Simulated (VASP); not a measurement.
Runs of VASP 6.6.1 on C. The structure is that of space group P6_3/mmc (No. 194), or close to it. The cells are those of the table. 

```tsv
task	cell	gap on the mesh (eV)	pressure (GPa)	largest force (eV/Å)
relaxation of the atoms	atoms relaxed from a = 2.578, b = 2.578, c = 4.243 Å, angles 90.0, 90.0, 120.0°, 4 atoms	(a)	-25.0	-
relaxation of the atoms	atoms relaxed from a = 2.512, b = 2.512, c = 4.243 Å, angles 90.0, 90.0, 120.0°, 4 atoms	3.40	-5.9	-
single point	a = 2.502, b = 2.502, c = 4.243 Å, angles 90.0, 90.0, 120.0°, 4 atoms	3.37	-2.4	0.01
single point	a = 2.512, b = 2.512, c = 4.243 Å, angles 90.0, 90.0, 120.0°, 4 atoms	3.40	-5.9	0.01
relaxation of the atoms	atoms relaxed from a = 2.511, b = 2.511, c = 4.243 Å, angles 90.0, 90.0, 120.0°, 4 atoms	3.39	-5.5	-
```

Alike in all rows: level PBE; potentials or basis VASP PAW PBE potentials, release 64 (C); no spin polarisation; k mesh 9 × 9 × 6; cutoff (eV) 520; smearing gaussian 0.02 eV.

Problem. Estimate the missing entries.

Solution. (a) 3.58.

A k mesh can miss the band edges.
